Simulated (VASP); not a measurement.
Input of a VASP 6.6.1 run:

File INCAR:

```
SYSTEM = Ge
PREC = Accurate
ENCUT = 520
EDIFF = 1E-6
ISMEAR = 0
SIGMA = 0.1
LREAL = .FALSE.
LASPH = .TRUE.
NELM = 80
ALGO = Normal
ISIF = 2
LWAVE = .FALSE.
LCHARG = .TRUE.
LDIPOL = .TRUE.
IDIPOL = 3
DIPOL = 0.5 0.5 0.500
GGA = PE
IVDW = 12
LELF = .TRUE.
LVHAR = .TRUE.
LVACPOTAV = .TRUE.
NBANDS = 21
```

File KPOINTS:

```
regular mesh
0
G
  12 12 1
  0 0 0
```

POSCAR

```
Ge
1.0
    3.7710000000      0.0000000000      0.0000000000
   -1.8855000000      3.2657817977      0.0000000000
    0.0000000000      0.0000000000     28.0000000000
Ge
2
Direct
    0.3333333333      0.6666666667      0.5052321429
    0.6666666667      0.3333333333      0.4947678571
```

Potentials or basis: VASP PAW PBE potentials, release 64 (Ge_d).

The run is started by

```sh
$ cat potpaw_PBE.64/Ge_d/POTCAR > POTCAR
$ mpirun -np 1 vasp_std > vasp.out
```

(1) Estimate the largest force.

(2) Estimate the dispersion energy per atom.

(3) Predict the band gap on the k mesh.

## Answers

(1) 0.948 eV/Å.

(2) -0.175 eV.

(3) zero (filled and empty bands touch).
